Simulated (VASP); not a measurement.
# N2 in VASP: single point with revpbe exchange, pbe correlation

Aim: the single point of N2 with revpbe exchange, pbe correlation.

Program: VASP 6.6.1. These are calculated values, not measurements. Logs are shortened: lines on timing, memory, paths and dates and some standing lists are left out, and cuts for length are marked.

## 1. The cell of the first run

The cell holds a molecule in a box, 2 atoms: a = 9.000 Å, b = 9.500 Å, c = 10.000 Å, α = 90.00°, β = 90.00°, γ = 90.00°.

## 2. Single point, revpbe exchange, pbe correlation

Input file INCAR:

```
PREC = Accurate ; ENCUT = 1000
EDIFF = 1E-6 ; ISMEAR = -1
SIGMA = 0.02 ; LREAL = False
LASPH = True ; NELM = 120
ALGO = Normal ; ISIF = 2
LWAVE = False ; LCHARG = True
GGA = LIBXC ; LIBXC1 = GGA_X_PBE_R
LIBXC2 = GGA_C_PBE ; LELF = True
LVHAR = True ; NBANDS = 12
GGA_COMPAT = False ; NELMDL = -8
```

Input file KPOINTS:

```
regular mesh
0
Gamma
  1 1 1
```

Input file POSCAR:

```
N
1.0
    9.0000000000      0.0000000000      0.0000000000
    0.0000000000      9.5000000000      0.0000000000
    0.0000000000      0.0000000000     10.0000000000
N
2
Direct
    0.5000000000      0.5000000000      0.4447487403
    0.5000000000      0.5000000000      0.5552512597
```

Potentials or basis: VASP PAW PBE potentials, release 64 (N_h).

Run with:

```console
cat potpaw_PBE.64/N_h/POTCAR > POTCAR
mpirun -np 1 vasp_gam > vasp.out
```

OUTCAR:

```text
PREC = Accurate
   ENCUT = 1000
   EDIFF = 1E-6
   ISMEAR = -1
   LREAL = False
   LASPH = True
   NELM = 120
   ISIF = 2
   GGA = LIBXC
   NELMDL = -8

 ion  position               nearest neighbor table
   1  0.500  0.500  0.445-   2 1.11
   2  0.500  0.500  0.555-   1 1.11

  LATTYP: Found a simple orthorhombic cell.
 ALAT       =     9.0000000000
 B/A-ratio  =     1.0555555556
 C/A-ratio  =     1.1111111111

  Lattice vectors:

 A1 = (   9.0000000000,   0.0000000000,   0.0000000000)
 A2 = (   0.0000000000,   9.5000000000,   0.0000000000)
 A3 = (   0.0000000000,   0.0000000000,  10.0000000000)

Analysis of symmetry for initial positions (statically):
=====================================================================
 Subroutine PRICEL returns:
 Original cell was already a primitive cell.

 Routine SETGRP: Setting up the symmetry group for a
 simple orthorhombic supercell.

 Subroutine GETGRP returns: Found  8 space group operations
 (whereof  8 operations were pure point group operations)
 out of a pool of  8 trial point group operations.

The static configuration has the point symmetry D_2h.

Analysis of symmetry for dynamics (positions and initial velocities):
=====================================================================
 Subroutine PRICEL returns:
 Original cell was already a primitive cell.

 Routine SETGRP: Setting up the symmetry group for a
 simple orthorhombic supercell.

 Subroutine GETGRP returns: Found  8 space group operations
 (whereof  8 operations were pure point group operations)
 out of a pool of  8 trial point group operations.

The dynamic configuration has the point symmetry D_2h.

 Subroutine INISYM returns: Found  8 space group operations
 (whereof  8 operations are pure point group operations),
 and found     1 'primitive' translations

----------------------------------------------------------------------------------------

                                     Primitive cell

  volume of cell :     855.0000

  direct lattice vectors                    reciprocal lattice vectors
     9.000000000  0.000000000  0.000000000     0.111111111  0.000000000  0.000000000
     0.000000000  9.500000000  0.000000000     0.000000000  0.105263158  0.000000000
     0.000000000  0.000000000 10.000000000     0.000000000  0.000000000  0.100000000

  length of vectors
     9.000000000  9.500000000 10.000000000     0.111111111  0.105263158  0.100000000

  position of ions in fractional coordinates (direct lattice)
     0.500000000  0.500000000  0.444748740
     0.500000000  0.500000000  0.555251260

  ion indices of the primitive-cell ions
   primitive index   ion index
                 1           1
                 2           2

----------------------------------------------------------------------------------------

 KPOINTS: regular mesh

Automatic generation of k-mesh.
 Grid dimensions read from file:
 generate k-points for:    1    1    1

 Generating k-lattice:

  Cartesian coordinates                     Fractional coordinates (reciprocal lattice)
     0.111111111  0.000000000  0.000000000     1.000000000  0.000000000  0.000000000
     0.000000000  0.105263158  0.000000000     0.000000000  1.000000000  0.000000000
     0.000000000  0.000000000  0.100000000     0.000000000  0.000000000  1.000000000

  Length of vectors
     0.111111111  0.105263158  0.100000000

  Shift w.r.t. Gamma in fractional coordinates (k-lattice)
     0.000000000  0.000000000  0.000000000

 Subroutine IBZKPT returns following result:
 ===========================================

 Found      1 irreducible k-points:

 Following reciprocal coordinates:
            Coordinates               Weight
  0.000000  0.000000  0.000000      1.000000
   k-points           NKPTS =      1   k-points in BZ     NKDIM =      1   number of bands    NBANDS=     12
   number of dos      NEDOS =    301   number of ions     NIONS =      2
   total plane-waves  NPLWV = ******
   dimension x,y,z NGX =    96 NGY =   98 NGZ =  108
   dimension x,y,z NGXF=   192 NGYF=  196 NGZF=  216
   ions per type =               2
   NGX,Y,Z   is equivalent  to a cutoff of  17.73, 17.15, 17.95 a.u.
   NGXF,Y,Z  is equivalent  to a cutoff of  35.47, 34.30, 35.91 a.u.
 SYSTEM =  unknown system
   PREC   = accura    normal or accurate (medium, high low for compatibility)
   ISTART =      0    job   : 0-new  1-cont  2-samecut
   ICHARG =      2    charge: 1-file 2-atom 10-const
   ISPIN  =      1    spin polarized calculation?
   LNONCOLLINEAR =      F non collinear calculations
   LSORBIT =      F    spin-orbit coupling
   LASPH  =      T    aspherical Exc in radial PAW
   ENCUT  = 1000.0 eV  73.50 Ry    8.57 a.u.  23.21 24.50 25.78*2*pi/ulx,y,z
   NELM   =    120;   NELMIN=  2; NELMDL= -8     # of ELM steps
   EDIFF  = 0.1E-05   stopping-criterion for ELM
   LREAL  =      F    real-space projection
   EDIFFG = 0.1E-04   stopping-criterion for IOM
   NSW    =      0    number of steps for IOM
   IBRION =     -1    ionic relax: 0-MD 1-quasi-New 2-CG
   NFREE  =      0    steps in history (QN), initial steepest desc. (CG)
   ISIF   =      2    stress and relaxation
   ISYM   =      2    0-nonsym 1-usesym 2-fastsym
   POTIM  = 0.5000    time-step for ionic-motion
   TEBEG  =    0.0;   TEEND  =   0.0 temperature during run
   PSTRESS=    0.0 pullay stress
   NELECT =      10.0000    total number of electrons
   NUPDOWN=      -1.0000    fix difference up-down
   EMIN   =  10.00;   EMAX   =-10.00  energy-range for DOS
   EFERMI =   0.00;   METHOD = LEGACY
   ISMEAR =    -1;   SIGMA  =   0.02  broadening in eV -4-tet -1-fermi 0-gaus
   EFERMI_NEDOS =   21; number of points for ismear=-14 and -15
   IALGO  =     38    algorithm
   IMIX   =      4    mixing-type and parameters
     AMIX     =   0.40;   BMIX     =  1.00
     AMIX_MAG =   1.60;   BMIX_MAG =  1.00
  volume/ion in A,a.u.               =     427.50      2884.91
  Fermi-wavevector in a.u.,A,eV,Ry     =   0.371609  0.702239  1.878872  0.138093
  Thomas-Fermi vector in A             =   1.299861
   LORBIT       =      0    0 simple, 1 ext, 2 COOP (PROOUT), +10 PAW based schemes
   GGA     = LIBXC    functional components
   LHFCALC =     F    Hartree Fock is set to
   AEXX    =    0.0000 exact exchange contribution
   IVDW    =     0    specifies the selected vdW correction
   LEPSILON=     F    determine dielectric tensor
   LRPA    =     F    only Hartree local field effects (RPA)
 non-spin polarized calculation
  energy-cutoff  :     1000.00
  volume of cell :      855.00
 maximum number of plane-waves:     30729
 NGX is ok and might be reduce to    96
   NGX = 47   NGY = 49   NGZ = 51

 number of electron      10.0000000 magnetization

 Free energy of the ion-electron system (eV)
  ---------------------------------------------------
  ext. energy  EPLUGINS =         0.00000000
  ---------------------------------------------------
  free energy    TOTEN  =       -16.52271117 eV

  energy without entropy =      -16.52271117  energy(sigma->0) =      -16.52271117

 E-fermi :  -9.4595     XC(G=0):  -0.7615

 val. band max:       -9.9967481072   @ k =   0.0000   0.0000   0.0000
 cond. band min:      -1.7503558262   @ k =   0.0000   0.0000   0.0000
 fundamental gap:      8.2463922810
 Fermi energy:        -9.4594758845

 k-point     1 :       0.0000    0.0000    0.0000
  band No.  band energies     occupation
      1     -27.9445      2.00000
      2     -13.3637      2.00000
      3     -11.2979      2.00000
      4     -11.2978      2.00000
      5      -9.9967      2.00000
      6      -1.7504      0.00000
      7      -1.7498      0.00000
      8      -0.2769      0.00000
      9       1.0952      0.00000
     10       1.1710      0.00000
     11       1.2325      0.00000
     12       1.4693      0.00000

------------------------ aborting loop because EDIFF is reached ----------------------------------------

  FORCE on cell =-STRESS in cart. coord.  units (eV):
  Direction    XX          YY          ZZ          XY          YZ          ZX
  --------------------------------------------------------------------------------------
  -------------------------------------------------------------------------------------
  Total       -0.0117217     -0.0118250      0.0673231      0.0000000      0.0000000      0.0000000
  in kB       -0.0219653     -0.0221588      0.1261562      0.0000000      0.0000000      0.0000000
  external PRESSURE =       0.0273441 kB  Pullay stress =       0.0000000 kB

 VOLUME and BASIS-vectors are now :
 -----------------------------------------------------------------------------
  energy-cutoff  :     1000.00
  volume of cell :      855.00
      direct lattice vectors                 reciprocal lattice vectors
     9.000000000  0.000000000  0.000000000     0.111111111  0.000000000  0.000000000
     0.000000000  9.500000000  0.000000000     0.000000000  0.105263158  0.000000000
     0.000000000  0.000000000 10.000000000     0.000000000  0.000000000  0.100000000

 POSITION                                       TOTAL-FORCE (eV/Angst)
 -----------------------------------------------------------------------------------
      4.50000      4.75000      4.44749         0.000000      0.000000     -0.072152
      4.50000      4.75000      5.55251         0.000000     -0.000000      0.072152
 -----------------------------------------------------------------------------------
    total drift:                                0.000000      0.000000      0.000000

  FREE ENERGIE OF THE ION-ELECTRON SYSTEM (eV)
  ---------------------------------------------------
  free  energy   TOTEN  =       -16.5227111691 eV

  energy  without entropy=      -16.5227111691  energy(sigma->0) =      -16.52271117
```

Run time: 3.9 min. Hardware: 1 thread of Intel Xeon Platinum 8488C (Sapphire Rapids), shared host; peak memory 1.5 GiB.

What came out:

* Free energy: -16.5227 eV
* Largest force: 0.072 eV/Å
* Gap between the frontier levels: 8.25 eV

Forces on the atoms (eV/Å):
```
N    0.000  0.000 -0.072
N    0.000  0.000  0.072
```

Caveat: the PAW data sets were made with another functional, which shifts forces and pressure a little.
